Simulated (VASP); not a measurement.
# MoS2 (P-3m1) in VASP: notebook

The runs below take MoS2 through single point, with PBEsol.

Program: VASP 6.6.1. These are calculated values, not measurements. Logs are shortened: lines on timing, memory, paths and dates and some standing lists are left out, and cuts for length are marked.

**1. The cell of the first run**

Symmetry: P-3m1, No. 164, trigonal system. The conventional cell has a = 3.116 Å, b = 3.116 Å, c = 6.095 Å, α = 90.00°, β = 90.00°, γ = 120.00°. Mo (site symmetry -3m) has 6 S at 2.34 Å and 6 Mo at 3.12 Å within 3.2 Å. S (site symmetry 3m) has 3 Mo at 2.34 Å and 6 S at 3.12 Å within 3.2 Å.

**2. Single point, PBEsol**

Contents of INCAR:

```
PREC = Accurate
ENCUT = 520
EDIFF = 1E-6
ISMEAR = 1
SIGMA = 0.1
LREAL = False
LASPH = True
NELM = 100
ALGO = Normal
ISIF = 2
LWAVE = False
LCHARG = True
GGA = PS
LELF = True
LVHAR = True
NBANDS = 20
```

Contents of KPOINTS:

```
Automatic mesh
0
Gamma
  10 10 5
```

Contents of POSCAR:

```
MoS2
1.0
    3.1160831967      0.0000000000      0.0000000000
   -1.5580411156      2.6986065523      0.0000000000
    0.0000000000      0.0000000000      6.0946256721
Mo S
1 2
Direct
    0.0000000000      0.0000000000      0.5000000000
    0.3333333333      0.6666666667      0.2553190000
    0.6666666667      0.3333333333      0.7446810000
```

Potentials or basis: VASP PAW PBE potentials, release 64 (Mo_sv, S).

On the command line:

```sh
> cat potpaw_PBE.64/Mo_sv/POTCAR potpaw_PBE.64/S/POTCAR > POTCAR
> mpirun -np 1 vasp_std > vasp.out
```

OUTCAR:

```text
PREC = Accurate
   ENCUT = 520
   EDIFF = 1E-6
   ISMEAR = 1
   LREAL = False
   LASPH = True
   NELM = 100
   ISIF = 2
   GGA = PS

 ion  position               nearest neighbor table
   1  0.000  0.000  0.500-   2 2.34   3 2.34   3 2.34   2 2.34   3 2.34   2 2.34
   2  0.333  0.667  0.255-   1 2.34   1 2.34   1 2.34
   3  0.667  0.333  0.745-   1 2.34   1 2.34   1 2.34

  LATTYP: Found a hexagonal cell.
 ALAT       =     3.1160831967
 C/A-ratio  =     1.9558610240

  Lattice vectors:

 A1 = (   3.1160831967,   0.0000000000,   0.0000000000)
 A2 = (  -1.5580411156,   2.6986065523,   0.0000000000)
 A3 = (   0.0000000000,   0.0000000000,   6.0946256721)

Analysis of symmetry for initial positions (statically):
=====================================================================
 Subroutine PRICEL returns:
 Original cell was already a primitive cell.

 Routine SETGRP: Setting up the symmetry group for a
 hexagonal supercell.

 Subroutine GETGRP returns: Found 12 space group operations
 (whereof 12 operations were pure point group operations)
 out of a pool of 24 trial point group operations.

The static configuration has the point symmetry D_3d.

Analysis of symmetry for dynamics (positions and initial velocities):
=====================================================================
 Subroutine PRICEL returns:
 Original cell was already a primitive cell.

 Routine SETGRP: Setting up the symmetry group for a
 hexagonal supercell.

 Subroutine GETGRP returns: Found 12 space group operations
 (whereof 12 operations were pure point group operations)
 out of a pool of 24 trial point group operations.

The dynamic configuration has the point symmetry D_3d.

 Subroutine INISYM returns: Found 12 space group operations
 (whereof 12 operations are pure point group operations),
 and found     1 'primitive' translations

----------------------------------------------------------------------------------------

                                     Primitive cell

  volume of cell :      51.2502

  direct lattice vectors                    reciprocal lattice vectors
     3.116083197  0.000000000  0.000000000     0.320915693  0.185280750  0.000000000
    -1.558041116  2.698606552  0.000000000     0.000000000  0.370561614  0.000000000
     0.000000000  0.000000000  6.094625672     0.000000000  0.000000000  0.164078986

  length of vectors
     3.116083197  3.116082387  6.094625672     0.370561518  0.370561614  0.164078986

  position of ions in fractional coordinates (direct lattice)
     0.000000000  0.000000000  0.500000000
     0.333333333  0.666666667  0.255319000
     0.666666667  0.333333333  0.744681000

  ion indices of the primitive-cell ions
   primitive index   ion index
                 1           1
                 2           2
                 3           3

----------------------------------------------------------------------------------------

 KPOINTS: Automatic mesh

Automatic generation of k-mesh.
 Grid dimensions read from file:
 generate k-points for:   10   10    5

 Generating k-lattice:

  Cartesian coordinates                     Fractional coordinates (reciprocal lattice)
     0.032091569  0.018528075  0.000000000     0.100000000  0.000000000  0.000000000
     0.000000000  0.037056161  0.000000000     0.000000000  0.100000000  0.000000000
     0.000000000  0.000000000  0.032815797     0.000000000  0.000000000  0.200000000

  Length of vectors
     0.037056152  0.037056161  0.032815797

  Shift w.r.t. Gamma in fractional coordinates (k-lattice)
     0.000000000  0.000000000  0.000000000

 Subroutine IBZKPT returns following result:
 ===========================================

 Found     58 irreducible k-points:

 Following reciprocal coordinates:
            Coordinates               Weight
  0.000000  0.000000  0.000000      1.000000
  0.100000 -0.000000  0.000000      6.000000
  0.200000 -0.000000  0.000000      6.000000
  0.300000 -0.000000  0.000000      6.000000
  0.400000 -0.000000  0.000000      6.000000
  0.500000  0.000000  0.000000      3.000000
[... 16 lines left out ...]
  0.000000  0.400000  0.200000      6.000000
  0.500000  0.000000  0.200000      6.000000
 [... further k-points ...]
   k-points           NKPTS =     58   k-points in BZ     NKDIM =     58   number of bands    NBANDS=     20
   number of dos      NEDOS =    301   number of ions     NIONS =      3
   total plane-waves  NPLWV =  27648
   dimension x,y,z NGX =    24 NGY =   24 NGZ =   48
   dimension x,y,z NGXF=    48 NGYF=   48 NGZF=   96
   ions per type =               1   2
   NGX,Y,Z   is equivalent  to a cutoff of  12.80, 12.80, 13.09 a.u.
   NGXF,Y,Z  is equivalent  to a cutoff of  25.61, 25.61, 26.19 a.u.
 SYSTEM =  unknown system
   PREC   = accura    normal or accurate (medium, high low for compatibility)
   ISTART =      0    job   : 0-new  1-cont  2-samecut
   ICHARG =      2    charge: 1-file 2-atom 10-const
   ISPIN  =      1    spin polarized calculation?
   LNONCOLLINEAR =      F non collinear calculations
   LSORBIT =      F    spin-orbit coupling
   LASPH  =      T    aspherical Exc in radial PAW
   ENCUT  =  520.0 eV  38.22 Ry    6.18 a.u.   5.79  5.79 11.33*2*pi/ulx,y,z
   NELM   =    100;   NELMIN=  2; NELMDL= -5     # of ELM steps
   EDIFF  = 0.1E-05   stopping-criterion for ELM
   LREAL  =      F    real-space projection
   EDIFFG = 0.1E-04   stopping-criterion for IOM
   NSW    =      0    number of steps for IOM
   IBRION =     -1    ionic relax: 0-MD 1-quasi-New 2-CG
   NFREE  =      0    steps in history (QN), initial steepest desc. (CG)
   ISIF   =      2    stress and relaxation
   ISYM   =      2    0-nonsym 1-usesym 2-fastsym
   POTIM  = 0.5000    time-step for ionic-motion
   TEBEG  =    0.0;   TEEND  =   0.0 temperature during run
   PSTRESS=    0.0 pullay stress
   NELECT =      26.0000    total number of electrons
   NUPDOWN=      -1.0000    fix difference up-down
   EMIN   =  10.00;   EMAX   =-10.00  energy-range for DOS
   EFERMI =   0.00;   METHOD = LEGACY
   ISMEAR =     1;   SIGMA  =   0.10  broadening in eV -4-tet -1-fermi 0-gaus
   EFERMI_NEDOS =   21; number of points for ismear=-14 and -15
   IALGO  =     38    algorithm
   IMIX   =      4    mixing-type and parameters
     AMIX     =   0.40;   BMIX     =  1.00
     AMIX_MAG =   1.60;   BMIX_MAG =  1.00
  volume/ion in A,a.u.               =      17.08       115.28
  Fermi-wavevector in a.u.,A,eV,Ry     =   1.305672  2.467362 23.194929  1.704779
  Thomas-Fermi vector in A             =   2.436525
   LORBIT       =      0    0 simple, 1 ext, 2 COOP (PROOUT), +10 PAW based schemes
   GGA     = PS    functional components
   LHFCALC =     F    Hartree Fock is set to
   AEXX    =    0.0000 exact exchange contribution
   IVDW    =     0    specifies the selected vdW correction
   LEPSILON=     F    determine dielectric tensor
   LRPA    =     F    only Hartree local field effects (RPA)
 non-spin polarized calculation
 Methfessel and Paxton  Order N= 1 SIGMA  =   0.10
  energy-cutoff  :      520.00
  volume of cell :       51.25
 maximum number of plane-waves:      1402
 NGX is ok and might be reduce to    24
   NGX = 11   NGY = 11   NGZ = 23

 number of electron      26.0000001 magnetization

 Free energy of the ion-electron system (eV)
  ---------------------------------------------------
  ext. energy  EPLUGINS =         0.00000000
  ---------------------------------------------------
  free energy    TOTEN  =       -22.41580564 eV

  energy without entropy =      -22.41729182  energy(sigma->0) =      -22.41630103

 E-fermi :   8.3211     XC(G=0): -11.1426

 val. band max:        8.2301736395   @ k =   0.2000   0.2000   0.4000
 cond. band min:       8.3540573995   @ k =   0.3000   0.3000   0.4000
 fundamental gap:      0.1238837599
 Fermi energy:         8.3211048797

 k-point     1 :       0.0000    0.0000    0.0000
  band No.  band energies     occupation
      1     -53.4359      2.00000
      2     -27.6145      2.00000
      3     -27.4581      2.00000
      4     -27.4581      2.00000
      5      -7.3271      2.00000
      6      -5.5220      2.00000
[... 12 lines left out ...]
     19      15.2596      0.00000
     20      17.7944      0.00000

 k-point     2 :       0.1000   -0.0000    0.0000
  band No.  band energies     occupation
      1     -53.4309      2.00000
      2     -27.6046      2.00000
      3     -27.5068      2.00000
      4     -27.4690      2.00000
      5      -7.1479      2.00000
      6      -5.4962      2.00000
[... 12 lines left out ...]
     19      15.7492      0.00000
     20      17.3685      0.00000

 k-point     3 :       0.2000   -0.0000    0.0000
  band No.  band energies     occupation
      1     -53.4178      2.00000
      2     -27.6329      2.00000
      3     -27.5780      2.00000
      4     -27.4974      2.00000
      5      -6.6495      2.00000
      6      -5.4243      2.00000
[... 12 lines left out ...]
     19      16.5597      0.00000
     20      17.2056      0.00000

 k-point     4 :       0.3000   -0.0000    0.0000
  band No.  band energies     occupation
      1     -53.4015      2.00000
      2     -27.7851      2.00000
      3     -27.5456      2.00000
      4     -27.5322      2.00000
      5      -5.9836      2.00000
      6      -5.2829      2.00000
[... 12 lines left out ...]
     19      15.6628      0.00000
     20      16.4854      0.00000

 k-point     5 :       0.4000   -0.0000    0.0000
  band No.  band energies     occupation
      1     -53.3882      2.00000
      2     -27.9058      2.00000
      3     -27.5603      2.00000
      4     -27.5191      2.00000
      5      -5.5839      2.00000
      6      -4.8708      2.00000
[... 12 lines left out ...]
     19      15.3071      0.00000
     20      16.2406      0.00000
[... 353 lines left out ...]
      6      -5.4122      2.00000
[... 12 lines left out ...]
     19      16.0829      0.00000
     20      16.3449      0.00000

 k-point    22 :       0.4000   -0.0000    0.2000
  band No.  band energies     occupation
      1     -53.3882      2.00000
      2     -27.9058      2.00000
      3     -27.5603      2.00000
      4     -27.5191      2.00000
      5      -5.6501      2.00000
      6      -4.7698      2.00000
[... 12 lines left out ...]
     19      14.6608      0.00000
     20      17.3142      0.00000

 k-point    23 :       0.0000    0.4000    0.2000
  band No.  band energies     occupation
      1     -53.3882      2.00000
      2     -27.9058      2.00000
      3     -27.5603      2.00000
      4     -27.5191      2.00000
      5      -5.5469      2.00000
      6      -4.9219      2.00000
[... 12 lines left out ...]
     19      14.9648      0.00000
     20      16.1311      0.00000

 k-point    24 :       0.5000    0.0000    0.2000
  band No.  band energies     occupation
      1     -53.3831      2.00000
      2     -27.9513      2.00000
      3     -27.5709      2.00000
      4     -27.5089      2.00000
      5      -5.5434      2.00000
      6      -4.5113      2.00000
[... 12 lines left out ...]
     19      15.0540      0.00000
     20      16.0974      0.00000

 [... further k-points ...]

------------------------ aborting loop because EDIFF is reached ----------------------------------------

  FORCE on cell =-STRESS in cart. coord.  units (eV):
  Direction    XX          YY          ZZ          XY          YZ          ZX
  --------------------------------------------------------------------------------------
  -------------------------------------------------------------------------------------
  Total        3.6433900      3.6433882      5.7015616      0.0000007      0.0000000      0.0000000
  in kB      113.8991791    113.8991237    178.2414698      0.0000204      0.0000000      0.0000000
  external PRESSURE =     135.3465908 kB  Pullay stress =       0.0000000 kB

 VOLUME and BASIS-vectors are now :
 -----------------------------------------------------------------------------
  energy-cutoff  :      520.00
  volume of cell :       51.25
      direct lattice vectors                 reciprocal lattice vectors
     3.116083197  0.000000000  0.000000000     0.320915693  0.185280750  0.000000000
    -1.558041116  2.698606552  0.000000000     0.000000000  0.370561614  0.000000000
     0.000000000  0.000000000  6.094625672     0.000000000  0.000000000  0.164078986

 POSITION                                       TOTAL-FORCE (eV/Angst)
 -----------------------------------------------------------------------------------
      0.00000      0.00000      3.04731         0.000000     -0.000000      0.000000
      0.00000      1.79907      1.55607        -0.000000      0.000000     -1.946816
      1.55804      0.89954      4.53855         0.000000     -0.000000      1.946816
 -----------------------------------------------------------------------------------
    total drift:                                0.000000      0.000000      0.000000

  FREE ENERGIE OF THE ION-ELECTRON SYSTEM (eV)
  ---------------------------------------------------
  free  energy   TOTEN  =       -22.4158056390 eV

  energy  without entropy=      -22.4172918206  energy(sigma->0) =      -22.41630103
```

It took 78 s on 1 thread of Intel Xeon 8259CL, shared host; peak memory 0.2 GiB.

Results:

```yaml
Free_energy: -22.4158 eV
Pressure: 13.5 GPa
Largest_force: 1.947 eV/Å
Band_gap_on_the_k_mesh: zero (bands 13 and 14 overlap by 0.75 eV)
```

Forces in eV/Å, atoms in the order of the input:
```
Mo   0.000  0.000  0.000
S    0.000  0.000 -1.947
S    0.000  0.000  1.947
```

Stress tensor (GPa, compression positive):
```
11.39  0.00  0.00
 0.00 11.39  0.00
 0.00  0.00 17.82
```

Caveat: the cell stands under pressure; the PAW data sets were made with another functional, which shifts forces and pressure a little; this functional lacks dispersion, which binds the layers, so the pressure and a relaxed spacing across them are unreliable.

**3. Single point, PBEsol**

This run uses another cell than the first one, of 17.56 Å³/atom.

Contents of INCAR:

```
SYSTEM = MoS2
  PREC = Accurate
  ENCUT = 520
  EDIFF = 1E-6
  ISMEAR = 1
  SIGMA = 0.1
  LREAL = .FALSE.
  LASPH = .TRUE.
  NELM = 80
  ALGO = Normal
  ISIF = 2
  LWAVE = .FALSE.
  LCHARG = .FALSE.
  GGA = PS
  NBANDS = 20
```

Contents of KPOINTS:

```
Automatic mesh
0
G
  10 10 5
  0 0 0
```

Contents of POSCAR:

```
MoS2
1.0
    3.1446727129      0.0000000000      0.0000000000
   -1.5723358693      2.7233657936      0.0000000000
    0.0000000000      0.0000000000      6.1505427925
Mo S
1 2
Direct
    0.0000000000      0.0000000000      0.5000000000
    0.3333333333      0.6666666667      0.2553190000
    0.6666666667      0.3333333333      0.7446810000
```

Potentials or basis: VASP PAW PBE potentials, release 64 (Mo_sv, S).

On the command line:

```sh
> cat potpaw_PBE.64/Mo_sv/POTCAR potpaw_PBE.64/S/POTCAR > POTCAR
> mpirun -np 1 vasp_std > vasp.out
```

Wall time 70 s (1 thread of Intel Xeon 8259CL, shared host); peak memory 0.2 GiB.

It converged, with:

```yaml
Free_energy: -22.5133 eV
Pressure: 8.4 GPa
Largest_force: 1.396 eV/Å
Band_gap_on_the_k_mesh: zero (bands 13 and 14 overlap by 0.75 eV)
```

Forces in eV/Å, atoms in the order of the input:
```
Mo   0.000  0.000  0.000
S    0.000  0.000 -1.396
S    0.000  0.000  1.396
```

Stress tensor (GPa, compression positive):
```
 6.44  0.00  0.00
 0.00  6.44  0.00
 0.00  0.00 12.28
```

Levels at points of the mesh, in eV from the Fermi level:
| k point | band 9 | band 10 | band 11 | band 12 | band 13 | band 14 | band 15 | band 16 | band 17 | band 18 |
| --- | --- | --- | --- | --- | --- | --- | --- | --- | --- | --- |
| (0.00, 0.00, 0.00) | -4.51 | -2.03 | -1.40 | -1.22 | -1.22 | -0.35 | -0.35 | 3.43 | 3.43 | 5.91 |
| (0.50, 0.00, 0.00) | -5.28 | -4.56 | -3.49 | -1.99 | -1.94 | 0.98 | 1.79 | 3.89 | 3.92 | 5.42 |

Caveat: the cell stands under pressure; the PAW data sets were made with another functional, which shifts forces and pressure a little; this functional lacks dispersion, which binds the layers, so the pressure and a relaxed spacing across them are unreliable.

(Part 1 of 2 ends here.)
